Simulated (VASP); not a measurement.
Input of a VASP 6.6.1 run:

INCAR

```
SYSTEM = Pb
ALGO     = Fast           ! electronic algorithm
EDIFF    = 1E-7           ! SCF threshold, eV
ENCUT    = 520            ! plane-wave cutoff, eV
GGA      = PS             ! functional
ISIF     = 2              ! what is computed and relaxed
ISMEAR   = 0              ! smearing method
LASPH    = .True.         ! aspherical terms in the spheres
LCHARG   = .False.        ! write CHGCAR
LREAL    = .False.        ! projectors in reciprocal space
LWAVE    = .False.        ! write WAVECAR
NBANDS   = 36             ! bands
NELM     = 60             ! most SCF steps
PREC     = Accurate       ! precision mode
SIGMA    = 0.1            ! smearing width, eV
```

File KPOINTS:

```
k-points
0
Gamma
  10 10 8
  0 0 0
```

POSCAR

```
Pb
1.0
    2.6010498244     -5.7564075545      0.0000000000
    2.6010498244      5.7564075545      0.0000000000
    0.0000000000      0.0000000000      4.2728975101
Pb
4
Direct
    0.1414735374      0.8585264626      0.0000002930
    0.6414735374      0.3585264626      0.4999997070
    0.8585264626      0.1414735374      0.9999997070
    0.3585264626      0.6414735374      0.5000002930
```

Potentials or basis: VASP PAW PBE potentials, release 64 (Pb_d).

Command:

```sh
$ cat potpaw_PBE.64/Pb_d/POTCAR > POTCAR
$ mpirun -np 1 vasp_std > vasp.out
```

Q: What does it give for the largest force?

A: 0.009 eV/Å.

Q: Predict the band gap on the k mesh.

A: Zero (bands 28 and 29 overlap by 1.73 eV).

Q: Predict the pressure.

A: -0.1 GPa.

Forces on the atoms (eV/Å):
```
Pb   0.000 -0.009  0.000
Pb   0.000 -0.009  0.000
Pb   0.000  0.009  0.000
Pb   0.000  0.009  0.000
```

Caveat: the PAW data sets were made with another functional, which shifts forces and pressure a little; spin-orbit coupling is left out, which moves the levels of the heavy elements.
